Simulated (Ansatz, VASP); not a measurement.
## TaN: VASP beside Ansatz

Contents of INCAR:

```
SYSTEM = TaN
PREC = Accurate
ENCUT = 520
EDIFF = 1E-6
ISMEAR = -1
SIGMA = 0.08
LREAL = .FALSE.
LASPH = .TRUE.
NELM = 100
ALGO = Normal
ISIF = 2
LWAVE = .FALSE.
LCHARG = .FALSE.
GGA = PE
NBANDS = 15
```

File KPOINTS:

```
regular mesh
0
G
  15 15 15
  0 0 0
```

The input POSCAR:

```
TaN
1.0
    0.0000000000      2.1163813385      2.1163813385
    2.1163813385      0.0000000000      2.1163813385
    2.1163813385      2.1163813385      0.0000000000
Ta N
1 1
Direct
    0.0000000000      0.0000000000      0.0000000000
    0.5000000000      0.5000000000      0.5000000000
```

Input for Ansatz:

```yaml
crystal:
  lattice:
    - [0.0, 2.1163813385, 2.1163813385]
    - [2.1163813385, 0.0, 2.1163813385]
    - [2.1163813385, 2.1163813385, 0.0]
  atoms:
    - { symbol: Ta, position: [0.0, 0.0, 0.0] }
    - { symbol: "N", position: [0.5, 0.5, 0.5] }
kpoints:
  mp_grid: { grid: [15, 15, 15] }
scf:
  occupations: { method: fermi_dirac, width: 0.08 }
hamiltonian:
  xc: pbe
  pseudopotentials: { kind: paw }
output:
  forces: true
  stress: true
  eigenvalues: true
  populations: true
```

Change from the starting cell: volume scaled by 0.88, PAW files.

Alike in both runs: task single point; functional PBE; k mesh 15 × 15 × 15; occupations fermi-dirac, width 0.08 eV; no spin polarisation.

|  | VASP | Ansatz |
| --- | --- | --- |
| version | VASP 6.6.1 | Ansatz 0.2.0 |
| potentials or method | VASP PAW PBE potentials, release 64 (Ta_pv, N) | PAW with Ansatz's default frozen-core files, scalar-relativistic |
| plane-wave cutoff (eV) | 520 | 420 |
| valence electrons in the cell | 16 | 18 |

```csv
,VASP,Ansatz,Ansatz less VASP
pressure (GPa),57.4,55.9,-1.54
```

Both programs put the cell under a high pressure, so it lies far from rest at this level. VASP's potentials hold 16 valence electrons a cell and Ansatz's 18, so a difference there can come from the potentials and not from the codes.

Spin-orbit coupling is off throughout.
